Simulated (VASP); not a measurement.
Write the native input for VASP 6.6.1 that does the following.

```
Task                   : single point
Functional             : LDA
Potentials or basis    : VASP PAW LDA potentials, release 64 (Li_sv, Cl, O)
Cutoff                 : 520 eV
k mesh                 : 6 × 6 × 6
Occupations            : gaussian, width 0.05 eV
Spin                   : no spin polarisation
Dipole correction      : no
Further INCAR settings : ALGO = Normal; EDIFF = 1e-06; NBANDS = 19
```

The structure of Li3ClO lies in POSCAR:

```
Li3ClO
1.0
    4.2458091621      0.0000000000      0.0000000000
    0.0000000000      4.2458091621      0.0000000000
    0.0000000000      0.0000000000      3.3117311464
Li Cl O
3 1 1
Direct
    0.0000000000      0.5000000000      0.5000000000
    0.5000000000      0.0000000000      0.5000000000
    0.5000000000      0.5000000000      0.0000000000
    0.0000000000      0.0000000000      0.0000000000
    0.5000000000      0.5000000000      0.5000000000
```

This cell differs from its parent crystal: ratio of the length along z to the lengths across it x 0.78, volume and fractional coordinates fixed.

One way to write it, as run:

INCAR

```
SYSTEM = Li3ClO
  ALGO = Normal
  EDIFF = 1E-6
  ENCUT = 520
  GGA = CA
  ISIF = 2
  ISMEAR = 0
  LASPH = .True.
  LCHARG = .False.
  LREAL = .False.
  LWAVE = .False.
  NBANDS = 19
  NELM = 100
  PREC = Accurate
  SIGMA = 0.05
```

KPOINTS

```
k-points
0
Gamma
  6 6 6
  0 0 0
```

Potentials or basis: VASP PAW LDA potentials, release 64 (Li_sv, Cl, O).

Launch:

```bash
$ cat potpaw_LDA.64/Li_sv/POTCAR potpaw_LDA.64/Cl/POTCAR potpaw_LDA.64/O/POTCAR > POTCAR
$ mpirun -np 1 vasp_std > vasp.out
```

Results of the run:

The band gap on the k mesh is 4.04 eV.

It took 22 s on 1 thread of Intel(R) Xeon(R) Platinum 8488C (Sapphire Rapids) (shared host), peak memory 0.17 GiB.
